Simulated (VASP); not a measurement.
# Be (Im-3m) in VASP: notebook, part 2 of 2

VASP 6.6.1. The steps go on from the part before.

## (4) Single point, PBE (volume scaled by 0.92)

The input, INCAR:

```
SYSTEM = Be
PREC = Accurate
ENCUT = 520
EDIFF = 1E-6
ISMEAR = -1
SIGMA = 0.1
LREAL = .FALSE.
LASPH = .TRUE.
NELM = 80
ALGO = Normal
ISIF = 2
LWAVE = .FALSE.
LCHARG = .FALSE.
GGA = PE
NBANDS = 7
```

The input, KPOINTS:

```
regular mesh
0
G
  20 20 20
  0 0 0
```

The input, POSCAR:

```
Be
1.0
   -1.2164521971      1.2164521971      1.2164521971
    1.2164521971     -1.2164521971      1.2164521971
    1.2164521971      1.2164521971     -1.2164521971
Be
1
Direct
    0.0000000000      0.0000000000      0.0000000000
```

Potentials or basis: VASP PAW PBE potentials, release 64 (Be).

On the command line:

```bash
$ cat potpaw_PBE.64/Be/POTCAR > POTCAR
$ mpirun -np 1 vasp_std > vasp.out
```

OUTCAR:

```text
SYSTEM = Be
   PREC = Accurate
   ENCUT = 520
   EDIFF = 1E-6
   ISMEAR = -1
   LREAL = .FALSE.
   LASPH = .TRUE.
   NELM = 80
   ISIF = 2
   GGA = PE

 ion  position               nearest neighbor table
   1  0.000  0.000  0.000-

  LATTYP: Found a body centered cubic cell.
 ALAT       =     2.4329043942

  Lattice vectors:

 A1 = (  -1.2164521971,   1.2164521971,   1.2164521971)
 A2 = (   1.2164521971,  -1.2164521971,   1.2164521971)
 A3 = (   1.2164521971,   1.2164521971,  -1.2164521971)

Analysis of symmetry for initial positions (statically):
=====================================================================
 Subroutine PRICEL returns:
 Original cell was already a primitive cell.

 Routine SETGRP: Setting up the symmetry group for a
 body centered cubic supercell.

 Subroutine GETGRP returns: Found 48 space group operations
 (whereof 48 operations were pure point group operations)
 out of a pool of 48 trial point group operations.

The static configuration has the point symmetry O_h .

Analysis of symmetry for dynamics (positions and initial velocities):
=====================================================================
 Subroutine PRICEL returns:
 Original cell was already a primitive cell.

 Routine SETGRP: Setting up the symmetry group for a
 body centered cubic supercell.

 Subroutine GETGRP returns: Found 48 space group operations
 (whereof 48 operations were pure point group operations)
 out of a pool of 48 trial point group operations.

The dynamic configuration has the point symmetry O_h .

 Subroutine INISYM returns: Found 48 space group operations
 (whereof 48 operations are pure point group operations),
 and found     1 'primitive' translations

----------------------------------------------------------------------------------------

                                     Primitive cell

  volume of cell :       7.2002

[... 100 lines left out ...]
   EFERMI =   0.00;   METHOD = LEGACY
   ISMEAR =    -1;   SIGMA  =   0.10  broadening in eV -4-tet -1-fermi 0-gaus
   EFERMI_NEDOS =   21; number of points for ismear=-14 and -15
   IALGO  =     38    algorithm
   IMIX   =      4    mixing-type and parameters
     AMIX     =   0.40;   BMIX     =  1.00
     AMIX_MAG =   1.60;   BMIX_MAG =  1.00
  volume/ion in A,a.u.               =       7.20        48.59
  Fermi-wavevector in a.u.,A,eV,Ry     =   1.068160  2.018530 15.523792  1.140967
  Thomas-Fermi vector in A             =   2.203800
   LORBIT       =      0    0 simple, 1 ext, 2 COOP (PROOUT), +10 PAW based schemes
   GGA     = PE    functional components
   LHFCALC =     F    Hartree Fock is set to
   AEXX    =    0.0000 exact exchange contribution
   IVDW    =     0    specifies the selected vdW correction
   LEPSILON=     F    determine dielectric tensor
   LRPA    =     F    only Hartree local field effects (RPA)
 non-spin polarized calculation
  energy-cutoff  :      520.00
  volume of cell :        7.20
 maximum number of plane-waves:       206
   NGX =  7   NGY =  7   NGZ =  7

 number of electron       2.0000000 magnetization

 Free energy of the ion-electron system (eV)
  ---------------------------------------------------
  ext. energy  EPLUGINS =         0.00000000
  ---------------------------------------------------
  free energy    TOTEN  =        -3.64766229 eV

  energy without entropy =       -3.64412259  energy(sigma->0) =       -3.64589244

 E-fermi :   8.7000     XC(G=0): -10.9235

 val. band max:        8.6800467325   @ k =  -0.3500  -0.4000   0.0500
 cond. band min:       8.7112137550   @ k =   0.3000   0.2500   0.1500
 fundamental gap:      0.0311670226
 Fermi energy:         8.6999536375

 k-point     1 :       0.0000    0.0000    0.0000
  band No.  band energies     occupation
      1      -4.0539      2.00000
      2      29.5252      0.00000
      3      29.5252      0.00000
      4      29.5252      0.00000
      5      41.2285      0.00000
      6      41.2285      0.00000
      7      41.2285      0.00000
[... 221 lines left out ...]
 k-point    24 :       0.2500    0.1000    0.0000
  band No.  band energies     occupation
      1      -0.5282      2.00000
      2      16.8494      0.00000
      3      22.1346      0.00000
      4      25.0410      0.00000
      5      34.8721      0.00000
      6      35.9384      0.00000
      7      43.1478      0.00000

 [... further k-points ...]
[... 5 lines left out ...]
  --------------------------------------------------------------------------------------
  -------------------------------------------------------------------------------------
  Total        0.5354471      0.5354471      0.5354471     -0.0000000     -0.0000000      0.0000000
  in kB      119.1466993    119.1466993    119.1466993     -0.0000000     -0.0000000      0.0000000
  external PRESSURE =     119.1466993 kB  Pullay stress =       0.0000000 kB

 VOLUME and BASIS-vectors are now :
 -----------------------------------------------------------------------------
  energy-cutoff  :      520.00
  volume of cell :        7.20
      direct lattice vectors                 reciprocal lattice vectors
    -1.216452197  1.216452197  1.216452197     0.000000000  0.411031359  0.411031359
     1.216452197 -1.216452197  1.216452197     0.411031359  0.000000000  0.411031359
     1.216452197  1.216452197 -1.216452197     0.411031359  0.411031359  0.000000000

 POSITION                                       TOTAL-FORCE (eV/Angst)
 -----------------------------------------------------------------------------------
      0.00000      0.00000      0.00000         0.000000     -0.000000     -0.000000
 -----------------------------------------------------------------------------------
    total drift:                               -0.000000     -0.000000      0.000000

  FREE ENERGIE OF THE ION-ELECTRON SYSTEM (eV)
  ---------------------------------------------------
  free  energy   TOTEN  =        -3.6476622923 eV

  energy  without entropy=       -3.6441225906  energy(sigma->0) =       -3.64589244
```

Wall time 4.1 s (1 thread of Intel Xeon Platinum 8488C (Sapphire Rapids), shared host); peak memory 0.11 GiB.

Results:

```
Free energy            : -3.6477 eV
Pressure               : 11.9 GPa
Band gap on the k mesh : zero (band 1 reaches 12.97 eV, above the bottom of band 2 at 7.31 eV)
```

## (5) Single point, PBE (volume scaled by 0.96)

The input, INCAR:

```
PREC = Accurate
ENCUT = 520
EDIFF = 1E-6
ISMEAR = -1
SIGMA = 0.1
LREAL = F
LASPH = T
NELM = 60
ALGO = Normal
ISIF = 2
LWAVE = F
LCHARG = T
GGA = PE
LELF = T
LVHAR = T
NBANDS = 7
```

The input, KPOINTS:

```
Automatic mesh
0
Gamma
  20 20 20
```

The input, POSCAR:

```
Be
1.0
   -1.2338324338      1.2338324338      1.2338324338
    1.2338324338     -1.2338324338      1.2338324338
    1.2338324338      1.2338324338     -1.2338324338
Be
1
Direct
    0.0000000000      0.0000000000      0.0000000000
```

On the command line:

```bash
$ cat potpaw_PBE.64/Be/POTCAR > POTCAR
$ mpirun -np 1 vasp_std > vasp.out
```

Wall time 4 s (1 thread of Intel Xeon Platinum 8488C (Sapphire Rapids), shared host); peak memory 0.11 GiB.

Results (log left out):

| Item | Value |
| --- | --- |
| Free energy | -3.6644 eV |
| Pressure | 5.5 GPa |
| Band gap on the k mesh | zero (band 1 reaches 12.45 eV, above the bottom of band 2 at 6.98 eV) |

Levels at points of the mesh, in eV from the Fermi level:
```csv
k point,band 1,band 2,band 3,band 4,band 5,band 6
"(0.00, 0.00, 0.00)",-12.50,20.11,20.11,20.11,31.65,31.65
"(0.50, 0.00, 0.00)",-5.39,0.53,12.72,16.01,20.98,27.20
"(0.50, 0.50, 0.50)",4.13,4.13,4.13,10.05,10.05,19.38
```

## (6) Single point, PBE

The input, INCAR:

```
SYSTEM = Be
ALGO = Normal
EDIFF = 1E-6
ENCUT = 520
GGA = PE
ISIF = 2
ISMEAR = -1
LASPH = .True.
LCHARG = .True.
LELF = .True.
LREAL = .False.
LVHAR = .True.
LWAVE = .False.
NBANDS = 7
NELM = 60
PREC = Accurate
SIGMA = 0.1
```

The input, KPOINTS:

```
k-points
0
Gamma
  20 20 20
  0 0 0
```

The input, POSCAR:

```
Be
1.0
   -1.2507363485      1.2507363485      1.2507363485
    1.2507363485     -1.2507363485      1.2507363485
    1.2507363485      1.2507363485     -1.2507363485
Be
1
Direct
    0.0000000000      0.0000000000      0.0000000000
```

Potentials or basis: VASP PAW PBE potentials, release 64 (Be).

On the command line:

```bash
$ cat potpaw_PBE.64/Be/POTCAR > POTCAR
$ mpirun -np 1 vasp_std > vasp.out
```

It took 3.9 s on 1 thread of Intel Xeon Platinum 8488C (Sapphire Rapids), shared host; peak memory 0.11 GiB.

The run converged. Its results:

```yaml
Free_energy: -3.6697 eV
Pressure: 0.0 GPa
Band_gap_on_the_k_mesh: zero (band 1 reaches 11.95 eV, above the bottom of band 2 at 6.67 eV)
```

Levels at points of the mesh, in eV from the Fermi level:
```csv
k point,band 1,band 2,band 3,band 4
"(0.00, 0.00, 0.00)",-12.26,19.45,19.45,19.45
"(0.50, 0.00, 0.00)",-5.22,0.41,12.31,15.52
"(0.50, 0.50, 0.50)",4.00,4.00,4.00,9.85
```

## (7) Summary

| cell | k mesh | gap on the mesh (eV) | pressure (GPa) |
| --- | --- | --- | --- |
| a = 2.166 Å, angles 109.5°, 1 atom | 17 × 17 × 17 | none | 0.1 |
| a = 2.076 Å, angles 109.5°, 1 atom | 20 × 20 × 20 | none | 19.6 |
| a = 2.107 Å, angles 109.5°, 1 atom | 20 × 20 × 20 | none | 11.9 |
| a = 2.137 Å, angles 109.5°, 1 atom | 20 × 20 × 20 | none | 5.5 |
| a = 2.166 Å, angles 109.5°, 1 atom | 20 × 20 × 20 | none | 0.0 |

Alike in all rows: task single point; level PBE; potentials or basis VASP PAW PBE potentials, release 64 (Be); no spin polarisation; cutoff (eV) 520; smearing fermi-dirac 0.1 eV.

Total energies depend on the potentials used, so only differences within one code and one set of settings carry meaning.
